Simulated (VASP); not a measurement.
# Zn (Immm) in VASP: a series of runs, part 2 of 2

VASP 6.6.1. Earlier steps stand in the parts before.

## (4) Single point, PBEsol (normal strain along x +0.0100, normal strain along z +0.0300)

File INCAR:

```
SYSTEM = Zn
PREC = Accurate ; ENCUT = 520
EDIFF = 1E-7 ; ISMEAR = 0
SIGMA = 0.15 ; LREAL = .False.
LASPH = .True. ; NELM = 60
ALGO = Fast ; ISIF = 2
LWAVE = .False. ; LCHARG = .False.
GGA = PS ; NBANDS = 12
```

File KPOINTS:

```
Automatic mesh
0
Gamma
  20 20 20
  0 0 0
```

File POSCAR:

```
Zn
1.0
   -1.5453752463      1.5300745013      1.5759767363
    1.5453752463     -1.5300745013      1.5759767363
    1.5453752463      1.5300745013     -1.5759767363
Zn
1
Direct
    0.0000000000      0.0000000000      0.0000000000
```

Potentials or basis: VASP PAW PBE potentials, release 64 (Zn).

On the command line:

```console
cat potpaw_PBE.64/Zn/POTCAR > POTCAR
mpirun -np 1 vasp_std > vasp.out
```

OUTCAR:

```text
SYSTEM = Zn
   PREC = Accurate
   ENCUT = 520
   EDIFF = 1E-7
   ISMEAR = 0
   LREAL = .False.
   LASPH = .True.
   NELM = 60
   ISIF = 2
   GGA = PS

 ion  position               nearest neighbor table
   1  0.000  0.000  0.000-

  LATTYP: Found a body centered orthorhombic cell.
 ALAT       =     3.0601490026
 B/A-ratio  =     1.0100000000
 C/A-ratio  =     1.0300000000

  Lattice vectors:

 A1 = (   1.5453752463,  -1.5300745013,  -1.5759767363)
 A2 = (  -1.5453752463,   1.5300745013,  -1.5759767363)
[... 540 lines left out ...]
     12      27.2406      0.00000

 [... further k-points ...]

------------------------ aborting loop because EDIFF is reached ----------------------------------------

  FORCE on cell =-STRESS in cart. coord.  units (eV):
  Direction    XX          YY          ZZ          XY          YZ          ZX
  --------------------------------------------------------------------------------------
  -------------------------------------------------------------------------------------
  Total       -0.2795192     -0.2979861     -0.1849446      0.0000000      0.0000000      0.0000000
  in kB      -30.0445649    -32.0295034    -19.8790649      0.0000000      0.0000000      0.0000000
  external PRESSURE =     -27.3177111 kB  Pullay stress =       0.0000000 kB

 VOLUME and BASIS-vectors are now :
 -----------------------------------------------------------------------------
  energy-cutoff  :      520.00
  volume of cell :       14.91
      direct lattice vectors                 reciprocal lattice vectors
    -1.545375246  1.530074501  1.575976736     0.000000000  0.326781473  0.317263566
     1.545375246 -1.530074501  1.575976736     0.323546013  0.000000000  0.317263566
     1.545375246  1.530074501 -1.575976736     0.323546013  0.326781473  0.000000000

 POSITION                                       TOTAL-FORCE (eV/Angst)
 -----------------------------------------------------------------------------------
      0.00000      0.00000      0.00000        -0.000000      0.000000     -0.000000
 -----------------------------------------------------------------------------------
    total drift:                                0.000000     -0.000000      0.000000

  FREE ENERGIE OF THE ION-ELECTRON SYSTEM (eV)
  ---------------------------------------------------
  free  energy   TOTEN  =        -1.4918201687 eV

  energy  without entropy=       -1.4886060784  energy(sigma->0) =       -1.49021312
```

OSZICAR:

```text
N       E                     dE             d eps       ncg     rms          rms(c)
DAV:   1     0.417043118371E+02    0.41704E+02   -0.65591E+03 28960   0.158E+03
DAV:   2    -0.397580015551E+00   -0.42102E+02   -0.39459E+02 29132   0.213E+02
DAV:   3    -0.163046790333E+01   -0.12329E+01   -0.12309E+01 32080   0.363E+01
DAV:   4    -0.163317231283E+01   -0.27044E-02   -0.27043E-02 30812   0.165E+00
DAV:   5    -0.163317422356E+01   -0.19107E-05   -0.19111E-05 31456   0.430E-02    0.305E+00
RMM:   6    -0.150193706119E+01    0.13124E+00   -0.32271E-01 34314   0.763E+00    0.233E+00
RMM:   7    -0.149551110021E+01    0.64260E-02   -0.10375E-02 35572   0.156E+00    0.113E+00
RMM:   8    -0.149187710575E+01    0.36340E-02   -0.17758E-03 33756   0.379E-01    0.685E-02
RMM:   9    -0.149183020736E+01    0.46898E-04   -0.50297E-04 36421   0.349E-01    0.627E-02
RMM:  10    -0.149182008268E+01    0.10125E-04   -0.30948E-05 35946   0.649E-02    0.524E-03
RMM:  11    -0.149182016411E+01   -0.81433E-07   -0.25596E-06 34721   0.176E-02    0.123E-03
RMM:  12    -0.149182016871E+01   -0.45984E-08   -0.88386E-08 24023   0.391E-03
   1 F= -.14918202E+01 E0= -.14902131E+01  d E =-.321409E-02
```

stdout:

```text
POSCAR found type information on POSCAR Zn
 POSCAR found :  1 types and       1 ions
 scaLAPACK will be used
 -----------------------------------------------------------------------------
|                                                                             |
|                                                                             |
|     You enforced a specific xc type in the INCAR file but a different       |
[... 19 lines left out ...]
WARNING in EDDRMM: call to ZHEGV failed, returncode =   6  3     10
WARNING in EDDRMM: call to ZHEGV failed, returncode =   6  3     10
WARNING in EDDRMM: call to ZHEGV failed, returncode =   6  3     10
WARNING in EDDRMM: call to ZHEGV failed, returncode =   8  4     11
WARNING in EDDRMM: call to ZHEGV failed, returncode =   8  4     10
WARNING in EDDRMM: call to ZHEGV failed, returncode =   6  3     12
WARNING in EDDRMM: call to ZHEGV failed, returncode =   8  4     11
```

It took 72 s on 1 thread of AMD EPYC 9R45 (Zen 5), shared host; peak memory 0.26 GiB.

What came out:

```yaml
Free_energy: -1.4918 eV
Pressure: -2.7 GPa
Band_gap_on_the_k_mesh: zero (band 6 reaches 7.01 eV, above the bottom of band 7 at 2.11 eV)
```

Levels at points of the mesh, in eV from the Fermi level:
```csv
k point,band 3,band 4,band 5,band 6,band 7,band 8,band 9,band 10
"(0.00, 0.00, 0.00)",-7.87,-7.83,-7.35,-7.31,19.25,19.42,19.64,20.72
"(0.50, 0.00, 0.00)",-7.37,-7.28,-6.97,-2.86,-1.00,11.58,12.95,15.59
"(0.00, 0.50, 0.00)",-7.39,-7.30,-6.98,-2.92,-1.10,11.81,13.21,15.82
"(0.50, 0.50, 0.00)",-7.33,-7.27,-6.97,-2.75,-0.80,11.15,12.45,15.16
"(0.50, 0.50, 0.50)",-7.06,-7.05,-7.05,3.69,4.29,4.60,7.59,8.60
```

Caveat: the cell differs from its parent crystal (normal strain along x +0.0100, normal strain along z +0.0300); the PAW data sets were made with another functional, which shifts forces and pressure a little.

## (5) Single point, PBEsol (normal strain along x +0.0200, normal strain along z +0.0300)

File INCAR:

```
SYSTEM = Zn
  PREC = Accurate
  ENCUT = 520
  EDIFF = 1E-6
  ISMEAR = 0
  SIGMA = 0.15
  LREAL = .False.
  LASPH = .True.
  NELM = 60
  ALGO = Fast
  ISIF = 2
  LWAVE = .False.
  LCHARG = .False.
  GGA = PS
  NBANDS = 12
```

KPOINTS is that of step 4.

File POSCAR:

```
Zn
1.0
   -1.5606759913      1.5300745013      1.5759767363
    1.5606759913     -1.5300745013      1.5759767363
    1.5606759913      1.5300745013     -1.5759767363
Zn
1
Direct
    0.0000000000      0.0000000000      0.0000000000
```

Potentials or basis: VASP PAW PBE potentials, release 64 (Zn).

On the command line:

```console
cat potpaw_PBE.64/Zn/POTCAR > POTCAR
mpirun -np 1 vasp_std > vasp.out
```

OUTCAR:

```text
SYSTEM = Zn
   PREC = Accurate
   ENCUT = 520
   EDIFF = 1E-6
   ISMEAR = 0
   LREAL = .False.
   LASPH = .True.
   NELM = 60
   ISIF = 2
   GGA = PS

 ion  position               nearest neighbor table
   1  0.000  0.000  0.000-

  LATTYP: Found a body centered orthorhombic cell.
 ALAT       =     3.0601490026
 B/A-ratio  =     1.0200000000
 C/A-ratio  =     1.0300000000

  Lattice vectors:

 A1 = (   1.5606759913,  -1.5300745013,  -1.5759767363)
 A2 = (  -1.5606759913,   1.5300745013,  -1.5759767363)
 A3 = (   1.5606759913,   1.5300745013,   1.5759767363)

Analysis of symmetry for initial positions (statically):
=====================================================================
 Subroutine PRICEL returns:
 Original cell was already a primitive cell.

 Routine SETGRP: Setting up the symmetry group for a
 body centered orthorhombic supercell.

 Subroutine GETGRP returns: Found  8 space group operations
 (whereof  8 operations were pure point group operations)
 out of a pool of  8 trial point group operations.

The static configuration has the point symmetry D_2h.

Analysis of symmetry for dynamics (positions and initial velocities):
=====================================================================
 Subroutine PRICEL returns:
 Original cell was already a primitive cell.

 Routine SETGRP: Setting up the symmetry group for a
 body centered orthorhombic supercell.

 Subroutine GETGRP returns: Found  8 space group operations
 (whereof  8 operations were pure point group operations)
 out of a pool of  8 trial point group operations.

The dynamic configuration has the point symmetry D_2h.

 Subroutine INISYM returns: Found  8 space group operations
 (whereof  8 operations are pure point group operations),
 and found     1 'primitive' translations

----------------------------------------------------------------------------------------

                                     Primitive cell

  volume of cell :      15.0534

[... 115 lines left out ...]
   LEPSILON=     F    determine dielectric tensor
   LRPA    =     F    only Hartree local field effects (RPA)
 non-spin polarized calculation
 RMM-DIIS sequential band-by-band and
 Gauss-broadening in eV      SIGMA  =   0.15
  energy-cutoff  :      520.00
  volume of cell :       15.05
 maximum number of plane-waves:       418
   NGX =  9   NGY =  9   NGZ =  9

 number of electron      12.0000019 magnetization

 Free energy of the ion-electron system (eV)
  ---------------------------------------------------
  ext. energy  EPLUGINS =         0.00000000
  ---------------------------------------------------
  free energy    TOTEN  =        -1.48883525 eV

  energy without entropy =       -1.48541902  energy(sigma->0) =       -1.48712713

 E-fermi :   3.1298     XC(G=0): -11.7675

 val. band max:        3.1198473943   @ k =  -0.4000  -0.2500   0.0500
 cond. band min:       3.1303974467   @ k =  -0.2000  -0.4500   0.1500
 fundamental gap:      0.0105500524
 Fermi energy:         3.1298103260

 k-point     1 :       0.0000    0.0000    0.0000
  band No.  band energies     occupation
      1      -7.4600      2.00000
      2      -4.7239      2.00000
      3      -4.6850      2.00000
      4      -4.6674      2.00000
      5      -4.1920      2.00000
      6      -4.1467      2.00000
      7      22.2250      0.00000
      8      22.2978      0.00000
      9      22.7030      0.00000
     10      23.8792      0.00000
     11      24.1223      0.00000
     12      24.3901      0.00000
[... 331 lines left out ...]
 k-point    24 :      -0.4000    0.0500   -0.0000
  band No.  band energies     occupation
      1      -5.3299      2.00000
      2      -4.9656      2.00000
      3      -4.2291      2.00000
      4      -4.1358      2.00000
      5      -3.9928      2.00000
      6      -2.2919      2.00000
      7       5.9643      0.00000
      8      14.5457      0.00000
      9      15.8623      0.00000
     10      19.5371      0.00000
     11      20.9021      0.00000
     12      27.2337      0.00000

 [... further k-points ...]

------------------------ aborting loop because EDIFF is reached ----------------------------------------

  FORCE on cell =-STRESS in cart. coord.  units (eV):
  Direction    XX          YY          ZZ          XY          YZ          ZX
  --------------------------------------------------------------------------------------
  -------------------------------------------------------------------------------------
  Total       -0.3177013     -0.3748540     -0.2611403      0.0000000      0.0000000      0.0000000
  in kB      -33.8138322    -39.8967560    -27.7938939      0.0000000      0.0000000      0.0000000
  external PRESSURE =     -33.8348274 kB  Pullay stress =       0.0000000 kB

 VOLUME and BASIS-vectors are now :
 -----------------------------------------------------------------------------
  energy-cutoff  :      520.00
  volume of cell :       15.05
      direct lattice vectors                 reciprocal lattice vectors
    -1.560675991  1.530074501  1.575976736     0.000000000  0.326781473  0.317263566
     1.560675991 -1.530074501  1.575976736     0.320373994  0.000000000  0.317263566
     1.560675991  1.530074501 -1.575976736     0.320373994  0.326781473  0.000000000

 POSITION                                       TOTAL-FORCE (eV/Angst)
 -----------------------------------------------------------------------------------
      0.00000      0.00000      0.00000         0.000000      0.000000      0.000000
 -----------------------------------------------------------------------------------
    total drift:                                0.000000     -0.000000      0.000000

  FREE ENERGIE OF THE ION-ELECTRON SYSTEM (eV)
  ---------------------------------------------------
  free  energy   TOTEN  =        -1.4888352481 eV

  energy  without entropy=       -1.4854190166  energy(sigma->0) =       -1.48712713
```

OSZICAR:

```text
N       E                     dE             d eps       ncg     rms          rms(c)
DAV:   1     0.419110395193E+02    0.41911E+02   -0.65604E+03 28860   0.158E+03
DAV:   2    -0.343657921885E+00   -0.42255E+02   -0.39648E+02 29160   0.213E+02
DAV:   3    -0.162429461542E+01   -0.12806E+01   -0.12785E+01 32012   0.367E+01
DAV:   4    -0.162721073497E+01   -0.29161E-02   -0.29160E-02 30748   0.171E+00
DAV:   5    -0.162721283259E+01   -0.20976E-05   -0.20978E-05 31304   0.446E-02    0.298E+00
RMM:   6    -0.149869605982E+01    0.12852E+00   -0.31861E-01 34260   0.757E+00    0.229E+00
RMM:   7    -0.149243386613E+01    0.62622E-02   -0.10240E-02 35568   0.155E+00    0.111E+00
RMM:   8    -0.148889056184E+01    0.35433E-02   -0.17668E-03 33664   0.379E-01    0.674E-02
RMM:   9    -0.148884521691E+01    0.45345E-04   -0.50133E-04 36391   0.348E-01    0.623E-02
RMM:  10    -0.148883516740E+01    0.10050E-04   -0.31223E-05 35822   0.654E-02    0.519E-03
RMM:  11    -0.148883524806E+01   -0.80661E-07   -0.25704E-06 27429   0.177E-02
   1 F= -.14888352E+01 E0= -.14871271E+01  d E =-.341623E-02
```

stdout:

```text
POSCAR found type information on POSCAR Zn
 POSCAR found :  1 types and       1 ions
 scaLAPACK will be used
 -----------------------------------------------------------------------------
|                                                                             |
|                                                                             |
|     You enforced a specific xc type in the INCAR file but a different       |
|     I HOPE YOU KNOW WHAT YOU ARE DOING!                                     |
|                                                                             |
 -----------------------------------------------------------------------------

 LDA part: xc-table for (Slater+PW92), standard interpolation
 POSCAR, INCAR and KPOINTS ok, starting setup
 FFT: planning ... GRIDC
 FFT: planning ... GRID_SOFT
 FFT: planning ... GRID
 WAVECAR not read
 entering main loop
WARNING in EDDRMM: call to ZHEGV failed, returncode =   6  3      9
WARNING in EDDRMM: call to ZHEGV failed, returncode =   8  4     12
WARNING in EDDRMM: call to ZHEGV failed, returncode =   6  3     10
WARNING in EDDRMM: call to ZHEGV failed, returncode =   8  4     11
WARNING in EDDRMM: call to ZHEGV failed, returncode =   8  4     10
WARNING in EDDRMM: call to ZHEGV failed, returncode =   8  4     11
```

It took 62 s on 1 thread of AMD EPYC 9R45 (Zen 5), shared host; peak memory 0.26 GiB.

What came out:

```
Free energy            : -1.4888 eV
Pressure               : -3.4 GPa
Band gap on the k mesh : zero (band 6 reaches 6.91 eV, above the bottom of band 7 at 1.98 eV)
```

Caveat: the cell differs from its parent crystal (normal strain along x +0.0200, normal strain along z +0.0300); the PAW data sets were made with another functional, which shifts forces and pressure a little.

## (6) Summary

```csv
cell,further INCAR settings,gap on the mesh (eV),pressure (GPa)
"a = 2.606 Å, angles 111.4, 108.1, 108.9°, 1 atom",ALGO = Fast; EDIFF = 1e-06; NBANDS = 12,none,5.1
"a = 2.615 Å, angles 110.8, 108.4, 109.2°, 1 atom",ALGO = Fast; EDIFF = 1e-07; NBANDS = 12,none,4.0
"a = 2.686 Å, angles 109.7, 110.5, 108.1°, 1 atom",ALGO = Fast; EDIFF = 1e-07; NBANDS = 12,none,-2.7
"a = 2.695 Å, angles 109.2, 110.8, 108.4°, 1 atom",ALGO = Fast; EDIFF = 1e-06; NBANDS = 12,none,-3.4
```

Alike in all rows: task single point; level PBEsol; potentials or basis VASP PAW PBE potentials, release 64 (Zn); no spin polarisation; k mesh 20 × 20 × 20; cutoff (eV) 520; smearing gaussian 0.15 eV.

Caveats: the PAW data sets were made with another functional, which shifts forces and pressure a little.

Absolute energies hang on the potentials; compare differences alone.
